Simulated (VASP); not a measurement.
# Sn (I4_1/amd) in VASP: notebook, part 2 of 2

VASP 6.6.1.

### Step 4. Single point, PBEsol

This run uses another cell than the first one, of the same volume but with other edges.

File INCAR:

```
PREC = Accurate
ENCUT = 520
EDIFF = 1E-6
ISMEAR = 0
SIGMA = 0.15
LREAL = F
LASPH = T
NELM = 60
ALGO = Fast
ISIF = 2
LWAVE = F
LCHARG = T
GGA = PS
LELF = T
LVHAR = T
NBANDS = 21
```

File KPOINTS:

```
regular mesh
0
Gamma
  18 18 18
```

File POSCAR:

```
Sn
1.0
    0.0000000000      2.9140797620      4.1205087835
    2.9140797620      0.0000000000      4.1205087835
    2.9140797620      2.9140797620      0.0000000000
Sn
2
Direct
    0.5000000000      0.5000000000      0.5000000000
    0.7500000000      0.7500000000      0.7500000000
```

Potentials or basis: VASP PAW PBE potentials, release 64 (Sn_d).

Started as:

```console
$ cat potpaw_PBE.64/Sn_d/POTCAR > POTCAR
$ mpirun -np 1 vasp_std > vasp.out
```

OUTCAR:

```text
PREC = Accurate
   ENCUT = 520
   EDIFF = 1E-6
   ISMEAR = 0
   LREAL = F
   LASPH = T
   NELM = 60
   ISIF = 2
   GGA = PS

 ion  position               nearest neighbor table
   1  0.500  0.500  0.500-   2 2.91   2 2.91   2 2.91   2 2.91
   2  0.750  0.750  0.750-   1 2.91   1 2.91   1 2.91   1 2.91

  LATTYP: Found a body centered tetragonal cell.
 ALAT       =     4.1211311213
 C/A-ratio  =     1.9996979772

  Lattice vectors:

 A1 = (  -2.9140797620,   0.0000000000,   4.1205087835)
 A2 = (   2.9140797620,   0.0000000000,   4.1205087835)
 A3 = (   0.0000000000,   2.9140797620,  -4.1205087835)

Analysis of symmetry for initial positions (statically):
=====================================================================
 Subroutine PRICEL returns:
 Original cell was already a primitive cell.

 Routine SETGRP: Setting up the symmetry group for a
 body centered tetragonal supercell.

 Subroutine GETGRP returns: Found 16 space group operations
 (whereof  8 operations were pure point group operations)
 out of a pool of 16 trial point group operations.

[... 161 lines left out ...]
  ---------------------------------------------------
  free energy    TOTEN  =        -7.95216813 eV

  energy without entropy =       -7.93539812  energy(sigma->0) =       -7.94378313

 E-fermi :   5.3520     XC(G=0):  -9.0854

 val. band max:        5.3509206800   @ k =   0.2222   0.0556   0.0000
 cond. band min:       5.3527248284   @ k =  -0.1111   0.1111   0.0556
 fundamental gap:      0.0018041484
 Fermi energy:         5.3519882693

 k-point     1 :       0.0000    0.0000    0.0000
  band No.  band energies     occupation
      1     -16.2935      2.00000
      2     -16.2935      2.00000
      3     -16.2366      2.00000
      4     -16.2223      2.00000
      5     -16.2190      2.00000
      6     -16.1108      2.00000
[... 565 lines left out ...]
     20      12.9786      0.00000
     21      13.1490      0.00000

 [... further k-points ...]

------------------------ aborting loop because EDIFF is reached ----------------------------------------

  FORCE on cell =-STRESS in cart. coord.  units (eV):
  Direction    XX          YY          ZZ          XY          YZ          ZX
  --------------------------------------------------------------------------------------
  -------------------------------------------------------------------------------------
  Total        0.6081963      0.6081963     -2.0678679      0.0000000     -0.0000000      0.0000000
  in kB       13.9242126     13.9242126    -47.3423336      0.0000000     -0.0000000      0.0000000
  external PRESSURE =      -6.4979695 kB  Pullay stress =       0.0000000 kB

 VOLUME and BASIS-vectors are now :
 -----------------------------------------------------------------------------
  energy-cutoff  :      520.00
  volume of cell :       69.98
      direct lattice vectors                 reciprocal lattice vectors
     0.000000000  2.914079762  4.120508784    -0.171580753  0.171580753  0.121344238
     2.914079762  0.000000000  4.120508784     0.171580753 -0.171580753  0.121344238
     2.914079762  2.914079762  0.000000000     0.171580753  0.171580753 -0.121344238

 POSITION                                       TOTAL-FORCE (eV/Angst)
 -----------------------------------------------------------------------------------
      2.91408      2.91408      4.12051        -0.000000     -0.000000     -0.000000
      4.37112      4.37112      6.18076         0.000000      0.000000      0.000000
 -----------------------------------------------------------------------------------
    total drift:                               -0.000000     -0.000000      0.000000

  FREE ENERGIE OF THE ION-ELECTRON SYSTEM (eV)
  ---------------------------------------------------
  free  energy   TOTEN  =        -7.9521681338 eV

  energy  without entropy=       -7.9353981242  energy(sigma->0) =       -7.94378313
```

OSZICAR:

```text
N       E                     dE             d eps       ncg     rms          rms(c)
DAV:   1     0.227385630742E+03    0.22739E+03   -0.14822E+04 20401   0.192E+03
DAV:   2     0.169285876134E+02   -0.21046E+03   -0.20618E+03 20255   0.444E+02
DAV:   3    -0.721517524964E+01   -0.24144E+02   -0.23963E+02 23540   0.139E+02
DAV:   4    -0.799943516387E+01   -0.78426E+00   -0.78361E+00 22753   0.284E+01
DAV:   5    -0.802667522548E+01   -0.27240E-01   -0.27239E-01 28704   0.518E+00    0.258E+00
RMM:   6    -0.797474293879E+01    0.51932E-01   -0.31042E-02 25482   0.217E+00    0.149E+00
RMM:   7    -0.795144305444E+01    0.23300E-01   -0.45614E-02 26003   0.226E+00    0.135E-01
RMM:   8    -0.795185389056E+01   -0.41084E-03   -0.77376E-03 27150   0.891E-01    0.477E-02
RMM:   9    -0.795215679893E+01   -0.30291E-03   -0.29246E-03 32278   0.459E-01    0.483E-02
RMM:  10    -0.795215457177E+01    0.22272E-05   -0.25491E-04 26311   0.188E-01    0.111E-02
RMM:  11    -0.795216869867E+01   -0.14127E-04   -0.15591E-04 34140   0.980E-02    0.117E-02
RMM:  12    -0.795216813382E+01    0.56485E-06   -0.98183E-06 27467   0.307E-02
   1 F= -.79521681E+01 E0= -.79437831E+01  d E =-.167700E-01
```

stdout:

```text
POSCAR found type information on POSCAR Sn
 POSCAR found :  1 types and       2 ions
 scaLAPACK will be used
 -----------------------------------------------------------------------------
|                                                                             |
|                                                                             |
|     You enforced a specific xc type in the INCAR file but a different       |
|     I HOPE YOU KNOW WHAT YOU ARE DOING!                                     |
|                                                                             |
 -----------------------------------------------------------------------------

 LDA part: xc-table for (Slater+PW92), standard interpolation
 POSCAR, INCAR and KPOINTS ok, starting setup
 FFT: planning ... GRIDC
 FFT: planning ... GRID_SOFT
 FFT: planning ... GRID
 WAVECAR not read
 entering main loop
WARNING in EDDRMM: call to ZHEGV failed, returncode =   8  4     20
WARNING in EDDRMM: call to ZHEGV failed, returncode =   8  4     20
WARNING in EDDRMM: call to ZHEGV failed, returncode =   8  4     19
```

Run time: 4.5 min. Hardware: 1 thread of Intel Xeon 6975P-C (Granite Rapids), shared host; peak memory 0.64 GiB.

Results:

| Item | Value |
| --- | --- |
| Free energy | -7.9522 eV |
| Pressure | -0.6 GPa |
| Band gap on the k mesh | zero (bands 14 and 15 overlap by 1.20 eV) |

Stress tensor (GPa, compression positive):
```
 1.39  0.00  0.00
 0.00  1.39  0.00
 0.00  0.00 -4.73
```

Levels at points of the mesh, in eV from the Fermi level:
| k point | band 11 | band 12 | band 13 | band 14 | band 15 | band 16 | band 17 | band 18 |
| --- | --- | --- | --- | --- | --- | --- | --- | --- |
| (0.00, 0.00, 0.00) | -10.41 | -2.12 | -1.90 | 1.03 | 1.03 | 2.08 | 2.08 | 3.31 |
| (0.50, 0.00, 0.00) | -8.76 | -6.27 | -2.31 | -1.30 | 0.46 | 3.81 | 3.94 | 5.63 |
| (0.50, 0.50, 0.00) | -8.23 | -8.23 | -0.91 | -0.91 | 2.30 | 2.30 | 6.61 | 6.61 |
| (0.50, 0.00, 0.50) | -6.95 | -6.95 | -2.74 | -2.74 | 0.04 | 0.04 | 5.01 | 5.01 |

Caveat: the PAW data sets were made with another functional, which shifts forces and pressure a little; spin-orbit coupling is left out, which moves the levels of the heavy elements.

### Step 5. Summary

```tsv
cell	gap on the mesh (eV)	pressure (GPa)
a = 4.506, b = 4.506, c = 5.025 Å, angles 56.1, 56.1, 67.8°, 2 atoms	none	-0.9
a = 4.496, b = 4.496, c = 5.192 Å, angles 54.7, 54.7, 70.5°, 2 atoms	none	-1.8
a = 5.047, b = 5.047, c = 4.121 Å, angles 65.9, 65.9, 48.2°, 2 atoms	none	-0.6
```

Alike in all rows: task single point; level PBEsol; potentials or basis VASP PAW PBE potentials, release 64 (Sn_d); no spin polarisation; k mesh 18 × 18 × 18; cutoff (eV) 520; smearing gaussian 0.15 eV.

Caveats: the PAW data sets were made with another functional, which shifts forces and pressure a little; spin-orbit coupling is left out, which moves the levels of the heavy elements.

Absolute energies hang on the potentials; compare differences alone.
